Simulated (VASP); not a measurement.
Runs of VASP 6.6.1 on Se. The structure is that of space group Im-3m (No. 229), or close to it. The cells are those of the table. This isn't the form of Se at room conditions, which is trigonal, of chains.

```csv
task,spin,cell,k mesh,cutoff (eV),gap on the mesh (eV),pressure (GPa)
single point,"non-collinear, zero start, SOC","a = 2.907 Å, angles 109.5°, 1 atom",13 × 13 × 13,520,-,0.3
single point,off,"a = 2.907 Å, angles 109.5°, 1 atom",15 × 15 × 15,520,none,0.6
single point,off,"a = 2.983 Å, angles 109.5°, 1 atom",15 × 15 × 15,520,none,-5.4
single point,off,"a = 2.868 Å, angles 109.5°, 1 atom",15 × 15 × 15,520,none,4.6
relaxation of cell and atoms,off,"relaxed from a = 3.048 Å, angles 109.5°, 1 atom",13 × 13 × 13,600,none,0.0
single point,off,"a = 2.907 Å, angles 109.5°, 1 atom",22 × 22 × 22,520,none,0.3
single point,off,"a = 2.786 Å, angles 109.5°, 1 atom",15 × 15 × 15,520,none,(a)
single point,off,"a = 2.907 Å, angles 109.5°, 1 atom",13 × 13 × 13,520,none,0.2
single point,off,"a = 3.019 Å, angles 109.5°, 1 atom",15 × 15 × 15,520,none,(c)
single point,off,"a = 2.827 Å, angles 109.5°, 1 atom",15 × 15 × 15,520,none,9.7
single point,off,"a = 2.945 Å, angles 109.5°, 1 atom",15 × 15 × 15,520,none,(b)
```

Alike in all rows: level LDA; potentials or basis VASP PAW LDA potentials, release 64 (Se); smearing fermi-dirac 0.1 eV.

Fill in the values left out.

(a) 16.1; (b) -2.7; (c) -7.5.

Caveats: the cell stands under pressure (at least some runs); the cell stands under tension (at least some runs).

A k mesh can miss the band edges, and rows without SOC leave out spin-orbit coupling on Se.

A gap of «none» marks levels without a gap at the run's occupations.
